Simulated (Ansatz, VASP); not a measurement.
**Te in VASP and in Ansatz**

Contents of INCAR:

```
PREC = Accurate
ENCUT = 600
EDIFF = 1E-6
ISMEAR = 0
SIGMA = 0.1
LREAL = False
LASPH = True
NELM = 60
ALGO = Normal
ISIF = 3
LWAVE = False
LCHARG = False
GGA = PE
IBRION = 2
NSW = 90
EDIFFG = -0.04
```

The input KPOINTS:

```
Automatic mesh
0
Gamma
  3 3 4
```

POSCAR

```
Te
1.0
    7.0859268600      0.0000000000      0.0000000000
   -3.5429634300      6.1365926700      0.0000000000
    0.0000000000      0.0000000000      5.2627629900
Te
6
Direct
    0.2075318500      0.4150637100      0.0000000000
    0.5849362900      0.7924681500      0.0000000000
    0.2075318500      0.7924681500      0.0000000000
    0.7924681500      0.5849362900      0.0000000000
    0.4150637100      0.2075318500      0.0000000000
    0.7924681500      0.2075318500      0.0000000000
```

Input for Ansatz:

```yaml
crystal:
  lattice:
    - [7.08592686, 0.0, 0.0]
    - [-3.54296343, 6.13659267, 0.0]
    - [0.0, 0.0, 5.26276299]
  atoms:
    - { symbol: Te, position: [0.20753185, 0.41506371, 0.0] }
    - { symbol: Te, position: [0.58493629, 0.79246815, 0.0] }
    - { symbol: Te, position: [0.20753185, 0.79246815, 0.0] }
    - { symbol: Te, position: [0.79246815, 0.58493629, 0.0] }
    - { symbol: Te, position: [0.41506371, 0.20753185, 0.0] }
    - { symbol: Te, position: [0.79246815, 0.20753185, 0.0] }
basis:
  ecutwfc: 420
kpoints:
  mp_grid: { grid: [3, 3, 4] }
hamiltonian:
  xc: pbe
scf:
  occupations: { method: gaussian, width: 0.1 }
  lower_state_search: "off"
output:
  forces: true
  stress: true
  eigenvalues: true
relax:
  adjacent_minimum: "off"
  f_tol: 0.04
  max_steps: 70
  cell: { stress_tol: 0.4 }
```

Alike in both runs: task relaxation of cell and atoms; functional PBE; k mesh 3 × 3 × 4; occupations gaussian, width 0.1 eV; no spin polarisation.

```csv
,VASP,Ansatz
version,VASP 6.6.1,Ansatz 0.2.0
potentials or method,"VASP PAW PBE potentials, release 64 (Te), cutoff 600 eV","scalar-relativistic, plane waves, PAW"
valence electrons in the cell,36,96
```

```tsv
	VASP	Ansatz	Ansatz less VASP
gap on the k mesh at the Fermi level, each at its own relaxed structure (eV)	none	none	-
relaxed volume (Å³/atom)	50.97	35.08	-15.891
relaxed length of the cell vector where the two differ most in proportion (Å)	5.202	3.268	-1.9340
```

A gap of «none» marks a metal or a gap that the smearing closes. One of these differences is far larger than is usual between the two programs; its cause wasn't traced. VASP's potentials hold 36 valence electrons a cell and Ansatz's 96, so a difference there can come from the potentials and not from the codes.

Spin-orbit coupling is off throughout. Noted on VASP's run: the volume moved by over 15 % at a fixed basis, so the end points are rough.
